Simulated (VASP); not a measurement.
# Zr3SiO (Pm-3m) in VASP: notebook, part 2 of 2

VASP 6.6.1. The steps go on from the part before.

**3. Single point, PBE**

This run uses another cell than the first one, of 16.97 Å³/atom, 1.085 times its volume.

Input file INCAR:

```
  PREC = Accurate
  ENCUT = 520
  EDIFF = 1E-6
  ISMEAR = 0
  SIGMA = 0.1
  LREAL = F
  LASPH = T
  NELM = 60
  ALGO = Normal
  ISIF = 2
  LWAVE = F
  LCHARG = F
  GGA = PE
  NBANDS = 31
```

Input file KPOINTS:

```
regular mesh
0
Gamma
  4 4 4
```

Input file POSCAR:

```
Zr3SiO
1.0
    4.3940903108      0.0000000000      0.0000000000
    0.0000000000      4.3940903108      0.0000000000
    0.0000000000      0.0000000000      4.3940903108
Zr Si O
3 1 1
Direct
    0.5000000000      0.0000000000      0.5000000000
    0.0000000000      0.5000000000      0.5000000000
    0.5000000000      0.5000000000      0.0000000000
    0.0000000000      0.0000000000      0.0000000000
    0.5000000000      0.5000000000      0.5000000000
```

Potentials or basis: VASP PAW PBE potentials, release 64 (Zr_sv, Si, O).

Launch:

```sh
cat potpaw_PBE.64/Zr_sv/POTCAR potpaw_PBE.64/Si/POTCAR potpaw_PBE.64/O/POTCAR > POTCAR
mpirun -np 1 vasp_std > vasp.out
```

OUTCAR:

```text
PREC = Accurate
   ENCUT = 520
   EDIFF = 1E-6
   ISMEAR = 0
   LREAL = F
   LASPH = T
   NELM = 60
   ISIF = 2
   GGA = PE

 ion  position               nearest neighbor table
   1  0.500  0.000  0.500-   5 2.20   5 2.20   4 3.11   2 3.11   3 3.11   4 3.11   2 3.11   3 3.11
                             3 3.11   3 3.11   2 3.11   4 3.11   4 3.11   2 3.11
   2  0.000  0.500  0.500-   5 2.20   5 2.20   4 3.11   1 3.11   3 3.11   4 3.11   1 3.11   4 3.11
                             4 3.11   1 3.11   3 3.11   3 3.11   3 3.11   1 3.11
   3  0.500  0.500  0.000-   5 2.20   5 2.20   4 3.11   1 3.11   1 3.11   2 3.11   2 3.11   1 3.11
                             4 3.11   1 3.11   2 3.11   4 3.11   2 3.11   4 3.11
   4  0.000  0.000  0.000-   1 3.11   2 3.11   3 3.11   1 3.11   2 3.11   2 3.11   3 3.11   2 3.11
                             1 3.11   3 3.11   1 3.11   3 3.11
   5  0.500  0.500  0.500-   1 2.20   2 2.20   3 2.20   3 2.20   1 2.20   2 2.20

  LATTYP: Found a simple cubic cell.
 ALAT       =     4.3940903108

  Lattice vectors:

 A1 = (   4.3940903108,   0.0000000000,   0.0000000000)
 A2 = (   0.0000000000,   4.3940903108,   0.0000000000)
 A3 = (   0.0000000000,   0.0000000000,   4.3940903108)

Analysis of symmetry for initial positions (statically):
=====================================================================
 Subroutine PRICEL returns:
 Original cell was already a primitive cell.

 Routine SETGRP: Setting up the symmetry group for a
 simple cubic supercell.

 Subroutine GETGRP returns: Found 48 space group operations
 (whereof 48 operations were pure point group operations)
 out of a pool of 48 trial point group operations.

The static configuration has the point symmetry O_h .

Analysis of symmetry for dynamics (positions and initial velocities):
=====================================================================
 Subroutine PRICEL returns:
 Original cell was already a primitive cell.

 Routine SETGRP: Setting up the symmetry group for a
 simple cubic supercell.

[... 117 lines left out ...]
  Fermi-wavevector in a.u.,A,eV,Ry     =   1.334930  2.522652 24.246097  1.782038
  Thomas-Fermi vector in A             =   2.463673
   LORBIT       =      0    0 simple, 1 ext, 2 COOP (PROOUT), +10 PAW based schemes
   GGA     = PE    functional components
   LHFCALC =     F    Hartree Fock is set to
   AEXX    =    0.0000 exact exchange contribution
   IVDW    =     0    specifies the selected vdW correction
   LEPSILON=     F    determine dielectric tensor
   LRPA    =     F    only Hartree local field effects (RPA)
 non-spin polarized calculation
 Gauss-broadening in eV      SIGMA  =   0.10
  energy-cutoff  :      520.00
  volume of cell :       84.84
 maximum number of plane-waves:      2320
 NGX is ok and might be reduce to    36
   NGX = 17   NGY = 17   NGZ = 17

 number of electron      45.9999991 magnetization

 Free energy of the ion-electron system (eV)
  ---------------------------------------------------
  ext. energy  EPLUGINS =         0.00000000
  ---------------------------------------------------
  free energy    TOTEN  =       -41.63739191 eV

  energy without entropy =      -41.59750295  energy(sigma->0) =      -41.61744743

 E-fermi :  10.0533     XC(G=0): -11.4855

 val. band max:       10.0473025831   @ k =   0.5000   0.2500   0.2500
 cond. band min:      10.0699615605   @ k =   0.5000   0.5000   0.0000
 fundamental gap:      0.0226589774
 Fermi energy:        10.0532854693

 k-point     1 :       0.0000    0.0000    0.0000
  band No.  band energies     occupation
      1     -39.0851      2.00000
      2     -38.8607      2.00000
      3     -38.8607      2.00000
      4     -17.6194      2.00000
      5     -17.6194      2.00000
      6     -17.6194      2.00000
[... 329 lines left out ...]
     30      15.0941      0.00000
     31      15.0941      0.00000

------------------------ aborting loop because EDIFF is reached ----------------------------------------

  FORCE on cell =-STRESS in cart. coord.  units (eV):
  Direction    XX          YY          ZZ          XY          YZ          ZX
  --------------------------------------------------------------------------------------
  -------------------------------------------------------------------------------------
  Total        0.2158352      0.2158352      0.2158352     -0.0000000      0.0000000     -0.0000000
  in kB        4.0759232      4.0759232      4.0759232     -0.0000000      0.0000000     -0.0000000
  external PRESSURE =       4.0759232 kB  Pullay stress =       0.0000000 kB

 VOLUME and BASIS-vectors are now :
 -----------------------------------------------------------------------------
  energy-cutoff  :      520.00
  volume of cell :       84.84
      direct lattice vectors                 reciprocal lattice vectors
     4.394090311  0.000000000  0.000000000     0.227578390  0.000000000  0.000000000
     0.000000000  4.394090311  0.000000000     0.000000000  0.227578390  0.000000000
     0.000000000  0.000000000  4.394090311     0.000000000  0.000000000  0.227578390

 POSITION                                       TOTAL-FORCE (eV/Angst)
 -----------------------------------------------------------------------------------
      2.19705      0.00000      2.19705         0.000000      0.000000      0.000000
      0.00000      2.19705      2.19705         0.000000      0.000000      0.000000
      2.19705      2.19705      0.00000         0.000000      0.000000      0.000000
      0.00000      0.00000      0.00000         0.000000      0.000000      0.000000
      2.19705      2.19705      2.19705         0.000000      0.000000      0.000000
 -----------------------------------------------------------------------------------
    total drift:                                0.000000      0.000000      0.000000

  FREE ENERGIE OF THE ION-ELECTRON SYSTEM (eV)
  ---------------------------------------------------
  free  energy   TOTEN  =       -41.6373919149 eV

  energy  without entropy=      -41.5975029452  energy(sigma->0) =      -41.61744743
```

stdout:

```text
POSCAR found type information on POSCAR ZrSiO
 POSCAR found :  3 types and       5 ions
 scaLAPACK will be used
 LDA part: xc-table for (Slater+PW92), standard interpolation
 POSCAR, INCAR and KPOINTS ok, starting setup
 FFT: planning ... GRIDC
 FFT: planning ... GRID_SOFT
 FFT: planning ... GRID
 WAVECAR not read
 entering main loop
```

Run time: 57 s. Hardware: 1 thread of AMD EPYC 7R43 (Zen 3), shared host; peak memory 0.17 GiB.

What came out:

```yaml
Free_energy: -41.6374 eV
Pressure: 0.4 GPa
Band_gap_on_the_k_mesh: zero (band 23 reaches 10.58 eV, above the bottom of band 24 at 9.53 eV)
```

**4. Relaxation of cell and atoms, PBE**

Input file INCAR:

```
PREC = Accurate
ENCUT = 600
EDIFF = 1E-6
ISMEAR = 0
SIGMA = 0.1
LREAL = F
LASPH = T
NELM = 80
ALGO = Normal
ISIF = 3
LWAVE = F
LCHARG = F
GGA = PE
IBRION = 2
NSW = 90
EDIFFG = -0.04
```

Input file KPOINTS:

```
Automatic mesh
0
Gamma
  4 4 4
```

Edit POSCAR of step 3 so:

```diff
@@ -2,5 +2,5 @@
 1.0
-    4.3940903108      0.0000000000      0.0000000000
-    0.0000000000      4.3940903108      0.0000000000
-    0.0000000000      0.0000000000      4.3940903108
+    4.2763980100      0.0000000000      0.0000000000
+    0.0000000000      4.2763980100      0.0000000000
+    0.0000000000      0.0000000000      4.2763980100
 Zr Si O
```

Launch:

```sh
cat potpaw_PBE.64/Zr_sv/POTCAR potpaw_PBE.64/Si/POTCAR potpaw_PBE.64/O/POTCAR > POTCAR
mpirun -np 1 vasp_std > vasp.out
```

Wall time 2.2 min (1 thread of AMD EPYC 7R43 (Zen 3), shared host); peak memory 0.18 GiB.

It converged, with:

```
Free energy                            : -41.6343 eV
Relaxed volume                         : 17.05 Å³/atom
Relaxed cell                           : a = 4.401 Å, b = 4.401 Å, c = 4.401 Å, α = 90.00°, β = 90.00°, γ = 90.00°
Space group after relaxing (to 0.05 Å) : Pm-3m (No. 221)
Energy gained by relaxing              : 58.7 meV/atom
Ionic steps                            : 3
Pressure after relaxing                : -0.4 GPa
Band gap on the k mesh                 : zero (band 23 reaches 10.52 eV, above the bottom of band 24 at 9.47 eV)
```

Step by step:
| step | energy change (eV) | largest force (eV/Å) | pressure (GPa) | volume (Å³) |
| --- | --- | --- | --- | --- |
| 1 | 0.0000 | 0.0000 | 14.80 | 78.20 |
| 2 | 0.2029 | 0.0000 | -13.41 | 95.72 |
| 3 | -0.2935 | 0.0000 | -0.36 | 85.26 |

Final structure:
```yaml
crystal:
  lattice:
    - [4.40124, 0.00000, 0.00000]
    - [0.00000, 4.40124, 0.00000]
    - [0.00000, 0.00000, 4.40124]
  atoms:
    - { symbol: Zr, position: [0.50000, 0.00000, 0.50000] }
    - { symbol: Zr, position: [0.00000, 0.50000, 0.50000] }
    - { symbol: Zr, position: [0.50000, 0.50000, 0.00000] }
    - { symbol: Si, position: [0.00000, 0.00000, 0.00000] }
    - { symbol: O, position: [0.50000, 0.50000, 0.50000] }
```

Levels at points of the mesh, in eV from the Fermi level:
```tsv
k point	band 19	band 20	band 21	band 22	band 23	band 24	band 25	band 26	band 27
(0.00, 0.00, 0.00)	-2.45	-2.42	-2.42	-2.42	-0.52	-0.52	-0.52	1.78	1.78
(0.50, 0.00, 0.00)	-2.58	-2.58	-1.88	-0.81	0.52	0.57	1.53	1.53	1.55
(0.50, 0.50, 0.00)	-3.58	-2.99	-0.02	-0.02	0.02	0.02	0.73	1.29	1.73
(0.50, 0.50, 0.50)	-2.08	-2.08	-1.01	-1.01	-1.01	0.29	0.29	0.29	2.48
```

Caveat: the k points lie up to 0.36 Å⁻¹ apart in the final cell.

**5. Single point, PBE**

This run uses another cell than the first one, of 16.98 Å³/atom, 1.085 times its volume.

Input file INCAR:

```
SYSTEM = Zr3SiO
ALGO = Normal
EDIFF = 1E-7
ENCUT = 520
GGA = PE
ISIF = 2
ISMEAR = 0
LASPH = .True.
LCHARG = .False.
LREAL = .False.
LWAVE = .False.
NBANDS = 31
NELM = 100
PREC = Accurate
SIGMA = 0.1
```

Input file KPOINTS:

```
k-points
0
Gamma
  8 8 8
  0 0 0
```

Edit POSCAR of step 4 so:

```diff
@@ -2,5 +2,5 @@
 1.0
-    4.2763980100      0.0000000000      0.0000000000
-    0.0000000000      4.2763980100      0.0000000000
-    0.0000000000      0.0000000000      4.2763980100
+    4.3947889904      0.0000000000      0.0000000000
+    0.0000000000      4.3947889904      0.0000000000
+    0.0000000000      0.0000000000      4.3947889904
 Zr Si O
```

Launch:

```sh
cat potpaw_PBE.64/Zr_sv/POTCAR potpaw_PBE.64/Si/POTCAR potpaw_PBE.64/O/POTCAR > POTCAR
mpirun -np 1 vasp_std > vasp.out
```

Wall time 2.9 min (1 thread of AMD EPYC 7R43 (Zen 3), shared host); peak memory 0.21 GiB.

The run converged. Its results:

```
Free energy            : -41.7214 eV
Pressure               : 0.1 GPa
Band gap on the k mesh : zero (band 23 reaches 10.58 eV, above the bottom of band 24 at 9.50 eV)
```

Levels at points of the mesh, in eV from the Fermi level:
```
           k point  band 20  band 21  band 22  band 23  band 24  band 25  band 26  band 27
(0.00, 0.00, 0.00)    -2.43    -2.43    -2.43    -0.56    -0.56    -0.56     1.79     1.79
(0.50, 0.00, 0.00)    -2.61    -1.88    -0.83     0.52     0.56     1.54     1.54     1.56
(0.50, 0.50, 0.00)    -3.03    -0.01    -0.01     0.02     0.02     0.73     1.30     1.74
(0.50, 0.50, 0.50)    -2.11    -1.01    -1.01    -1.01     0.29     0.29     0.29     2.50
```

**6. Summary**

```tsv
task	cell	k mesh	cutoff (eV)	gap on the mesh (eV)	pressure (GPa)
single point	a = 4.276 Å, 5 atoms	4 × 4 × 4	520	none	14.8
single point	a = 4.394 Å, 5 atoms	4 × 4 × 4	520	none	0.4
relaxation of cell and atoms	relaxed from a = 4.276 Å, 5 atoms	4 × 4 × 4	600	none	-0.4
single point	a = 4.395 Å, 5 atoms	8 × 8 × 8	520	none	0.1
```

Alike in all rows: level PBE; potentials or basis VASP PAW PBE potentials, release 64 (Zr_sv, Si, O); no spin polarisation; smearing gaussian 0.1 eV.

Caveats: some runs use coarse meshes.

Total energies depend on the potentials used, so only differences within one code and one set of settings carry meaning.
